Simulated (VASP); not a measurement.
# NaH (F-43m) in VASP: notebook, part 2 of 2

VASP 6.6.1. The steps go on from the part before.

### 5 Single point, PBE-based global hybrid

File POSCAR:

```
NaH
1.0
    0.0000000000      2.5969210544      2.5969210544
    2.5969210544      0.0000000000      2.5969210544
    2.5969210544      2.5969210544      0.0000000000
Na H
1 1
Direct
    0.0000000000      0.0000000000      0.0000000000
    0.2500000000      0.2500000000      0.2500000000
```

File INCAR.step1:

```
SYSTEM = NaH
PREC = Accurate ; ENCUT = 520
EDIFF = 1E-5 ; ISMEAR = 0
SIGMA = 0.01 ; LREAL = .False.
LASPH = .True. ; NELM = 80
ALGO = Normal ; ISIF = 2
LWAVE = .True. ; LCHARG = .False.
GGA = PE ; NBANDS = 11
```

File INCAR.step2:

```
SYSTEM = NaH
PREC = Accurate ; ENCUT = 520
EDIFF = 1E-6 ; ISMEAR = 0
SIGMA = 0.01 ; LREAL = .False.
LASPH = .True. ; NELM = 80
ALGO = Normal ; ISIF = 2
LWAVE = .False. ; LCHARG = .False.
GGA = PE ; LHFCALC = .True.
AEXX = 0.05 ; PRECFOCK = Normal
ISTART = 1 ; NBANDS = 11
```

File KPOINTS:

```
regular mesh
0
Gamma
  4 4 4
  0 0 0
```

Potentials or basis: VASP PAW PBE potentials, release 64 (Na_pv, H).

Run with:

```bash
$ cat potpaw_PBE.64/Na_pv/POTCAR potpaw_PBE.64/H/POTCAR > POTCAR
$ cp INCAR.step1 INCAR
$ mpirun -np 1 vasp_std > vasp.out
$ cp INCAR.step2 INCAR
$ mpirun -np 1 vasp_std > vasp.out
```

OUTCAR:

```text
SYSTEM = NaH
   PREC = Accurate
   ENCUT = 520
   EDIFF = 1E-6
   ISMEAR = 0
   LREAL = .False.
   LASPH = .True.
   NELM = 80
   ISIF = 2
   GGA = PE
   LHFCALC = .True.
   AEXX = 0.05
   PRECFOCK = Normal
   ISTART = 1

 ion  position               nearest neighbor table
   1  0.000  0.000  0.000-
   2  0.250  0.250  0.250-

  LATTYP: Found a face centered cubic cell.
 ALAT       =     5.1938421088

  Lattice vectors:

 A1 = (   0.0000000000,   2.5969210544,   2.5969210544)
 A2 = (   2.5969210544,   0.0000000000,   2.5969210544)
 A3 = (   2.5969210544,   2.5969210544,   0.0000000000)

Analysis of symmetry for initial positions (statically):
=====================================================================
 Subroutine PRICEL returns:
 Original cell was already a primitive cell.

 Routine SETGRP: Setting up the symmetry group for a
 face centered cubic supercell.

 Subroutine GETGRP returns: Found 24 space group operations
 (whereof 24 operations were pure point group operations)
 out of a pool of 48 trial point group operations.

The static configuration has the point symmetry T_d .

Analysis of symmetry for dynamics (positions and initial velocities):
=====================================================================
 Subroutine PRICEL returns:
 Original cell was already a primitive cell.

 Routine SETGRP: Setting up the symmetry group for a
 face centered cubic supercell.

 Subroutine GETGRP returns: Found 24 space group operations
 (whereof 24 operations were pure point group operations)
 out of a pool of 48 trial point group operations.

The dynamic configuration has the point symmetry T_d .

 Subroutine INISYM returns: Found 24 space group operations
 (whereof 24 operations are pure point group operations),
 and found     1 'primitive' translations

----------------------------------------------------------------------------------------

                                     Primitive cell

  volume of cell :      35.0273

  direct lattice vectors                    reciprocal lattice vectors
     0.000000000  2.596921054  2.596921054    -0.192535695  0.192535695  0.192535695
     2.596921054  0.000000000  2.596921054     0.192535695 -0.192535695  0.192535695
     2.596921054  2.596921054  0.000000000     0.192535695  0.192535695 -0.192535695

  length of vectors
     3.672600976  3.672600976  3.672600976     0.333481606  0.333481606  0.333481606

  position of ions in fractional coordinates (direct lattice)
     0.000000000  0.000000000  0.000000000
     0.250000000  0.250000000  0.250000000

  ion indices of the primitive-cell ions
   primitive index   ion index
                 1           1
                 2           2

----------------------------------------------------------------------------------------

 KPOINTS: regular mesh

Automatic generation of k-mesh.
 Grid dimensions read from file:
 generate k-points for:    4    4    4

 Generating k-lattice:

  Cartesian coordinates                     Fractional coordinates (reciprocal lattice)
    -0.048133924  0.048133924  0.048133924     0.250000000  0.000000000  0.000000000
[... 29 lines left out ...]
   ions per type =               1   1
   NGX,Y,Z   is equivalent  to a cutoff of  12.67, 12.67, 12.67 a.u.
   NGXF,Y,Z  is equivalent  to a cutoff of  25.35, 25.35, 25.35 a.u.
 SYSTEM =  NaH
   PREC   = accura    normal or accurate (medium, high low for compatibility)
   ISTART =      1    job   : 0-new  1-cont  2-samecut
   ICHARG =      0    charge: 1-file 2-atom 10-const
   ISPIN  =      1    spin polarized calculation?
   LNONCOLLINEAR =      F non collinear calculations
   LSORBIT =      F    spin-orbit coupling
   LASPH  =      T    aspherical Exc in radial PAW
   ENCUT  =  520.0 eV  38.22 Ry    6.18 a.u.   6.83  6.83  6.83*2*pi/ulx,y,z
   NELM   =     80;   NELMIN=  2; NELMDL=  0     # of ELM steps
   EDIFF  = 0.1E-05   stopping-criterion for ELM
   LREAL  =      F    real-space projection
   EDIFFG = 0.1E-04   stopping-criterion for IOM
   NSW    =      0    number of steps for IOM
   IBRION =     -1    ionic relax: 0-MD 1-quasi-New 2-CG
   NFREE  =      0    steps in history (QN), initial steepest desc. (CG)
   ISIF   =      2    stress and relaxation
   ISYM   =      3    0-nonsym 1-usesym 2-fastsym
   POTIM  = 0.5000    time-step for ionic-motion
   TEBEG  =    0.0;   TEEND  =   0.0 temperature during run
   PSTRESS=    0.0 pullay stress
   NELECT =       8.0000    total number of electrons
   NUPDOWN=      -1.0000    fix difference up-down
   EMIN   =  10.00;   EMAX   =-10.00  energy-range for DOS
   EFERMI =   0.00;   METHOD = LEGACY
   ISMEAR =     0;   SIGMA  =   0.01  broadening in eV -4-tet -1-fermi 0-gaus
   EFERMI_NEDOS =   21; number of points for ismear=-14 and -15
   IALGO  =     38    algorithm
   IMIX   =      1    mixing-type and parameters
     AMIX     =   0.40;   BMIX     =  1.00
     AMIX_MAG =   1.60;   BMIX_MAG =  1.00
  volume/ion in A,a.u.               =      17.51       118.19
  Fermi-wavevector in a.u.,A,eV,Ry     =   1.000697  1.891044 13.624809  1.001395
  Thomas-Fermi vector in A             =   2.133071
   LORBIT       =      0    0 simple, 1 ext, 2 COOP (PROOUT), +10 PAW based schemes
   GGA     = PE    functional components
   LHFCALC =     T    Hartree Fock is set to
   PRECFOCK=normal    Normal, Fast or Accurate (Low or Medium for compatibility)
   ENCUT4O =  -1.0   cutoff for four orbital integrals eV
   NKREDX  =     1    reduce k-point grid by
   NKREDY  =     1    reduce k-point grid by
   NKREDZ  =     1    reduce k-point grid by
   AEXX    =    0.0500 exact exchange contribution
   HFSCREEN=    0.0000 screening length (either q_TF or 0.3 A-1)
   HFSCREENC=   0.0000 screening length for correlation (either q_TF or 0.3 A-1)
   ENCUTFOCK=  -1.0 apply spherical cutoff to Coloumb kernel
   IVDW    =     0    specifies the selected vdW correction
   LEPSILON=     F    determine dielectric tensor
   LRPA    =     F    only Hartree local field effects (RPA)
 non-spin polarized calculation
 Gauss-broadening in eV      SIGMA  =   0.01
  energy-cutoff  :      520.00
  volume of cell :       35.03
 maximum number of plane-waves:       960
  NGX = 24; NGY = 24; NGZ = 24

 number of electron       8.0000009 magnetization

 Free energy of the ion-electron system (eV)
  ---------------------------------------------------
  ext. energy  EPLUGINS =         0.00000000
  ---------------------------------------------------
  free energy    TOTEN  =        -5.19213271 eV

  energy without entropy =       -5.19213271  energy(sigma->0) =       -5.19213271

 E-fermi :  -2.0290     XC(G=0):  -6.5889

 val. band max:       -2.1181776234   @ k =  -0.2500   0.5000   0.2500
 cond. band min:       1.8350485877   @ k =   0.5000   0.0000   0.0000
 fundamental gap:      3.9532262110
 Fermi energy:        -2.0289753731

 k-point     1 :       0.0000    0.0000    0.0000
  band No.  band energies     occupation
      1     -24.5670      2.00000
      2     -24.5670      2.00000
      3     -24.5670      2.00000
      4      -5.0156      2.00000
      5       6.5131      0.00000
      6      11.6538      0.00000
      7      11.6538      0.00000
      8      11.6538      0.00000
      9      14.3227      0.00000
     10      14.3227      0.00000
     11      14.3227      0.00000
[... 85 lines left out ...]
 k-point     8 :      -0.2500    0.5000    0.2500
  band No.  band energies     occupation
      1     -24.6004      2.00000
      2     -24.5951      2.00000
      3     -24.5835      2.00000
      4      -2.1182      2.00000
      5       4.1280      0.00000
      6       4.3357      0.00000
      7       5.5732      0.00000
      8      12.4281      0.00000
      9      13.5731      0.00000
     10      15.4274      0.00000
     11      16.3714      0.00000

------------------------ aborting loop because EDIFF is reached ----------------------------------------

  FORCE on cell =-STRESS in cart. coord.  units (eV):
  Direction    XX          YY          ZZ          XY          YZ          ZX
  --------------------------------------------------------------------------------------
  -------------------------------------------------------------------------------------
  Total        0.0530789      0.0530789      0.0530789      0.0000000      0.0000000      0.0000000
  in kB        2.4278767      2.4278767      2.4278767      0.0000000      0.0000000      0.0000000
  external PRESSURE =       2.4278767 kB  Pullay stress =       0.0000000 kB

 VOLUME and BASIS-vectors are now :
 -----------------------------------------------------------------------------
  energy-cutoff  :      520.00
  volume of cell :       35.03
      direct lattice vectors                 reciprocal lattice vectors
     0.000000000  2.596921054  2.596921054    -0.192535695  0.192535695  0.192535695
     2.596921054  0.000000000  2.596921054     0.192535695 -0.192535695  0.192535695
     2.596921054  2.596921054  0.000000000     0.192535695  0.192535695 -0.192535695

 POSITION                                       TOTAL-FORCE (eV/Angst)
 -----------------------------------------------------------------------------------
      0.00000      0.00000      0.00000        -0.000000     -0.000000     -0.000000
      1.29846      1.29846      1.29846         0.000000      0.000000      0.000000
 -----------------------------------------------------------------------------------
    total drift:                                0.000005      0.000001      0.000002

  FREE ENERGIE OF THE ION-ELECTRON SYSTEM (eV)
  ---------------------------------------------------
  free  energy   TOTEN  =        -5.1921327121 eV

  energy  without entropy=       -5.1921327121  energy(sigma->0) =       -5.19213271
```

It took 24 s on 1 thread of Intel Xeon Platinum 8488C (Sapphire Rapids), shared host; peak memory 0.16 GiB.

Results:

- Free energy: -5.1921 eV
- Pressure: 0.2 GPa
- Band gap on the k mesh: 3.95 eV, indirect (least direct gap 4.67 eV)

Caveat: the k points lie up to 0.52 Å⁻¹ apart; the PAW data sets were made with another functional, which shifts forces and pressure a little. A k mesh can miss the band edges.

### 6 Overview

```tsv
level	share of exact exchange	screening parameter	gap on the mesh (eV)	pressure (GPa)
PBE-based screened hybrid	0.5	0.1 1/Å	6.35	-0.2
PBE-based screened hybrid	0.5	0.5 1/Å	4.56	-0.1
HSE06	-	0.2079 1/Å	4.61	0.1
PBE-based global hybrid	0.05	-	3.95	0.2
```

Alike in all rows: task single point; potentials or basis VASP PAW PBE potentials, release 64 (Na_pv, H); no spin polarisation; cell as given; k mesh 4 × 4 × 4; cutoff (eV) 520; smearing gaussian 0.01 eV.

Caveats: all runs use coarse meshes; the PAW data sets were made with another functional, which shifts forces and pressure a little.

Total energies depend on the potentials used, so only differences within one code and one set of settings carry meaning.
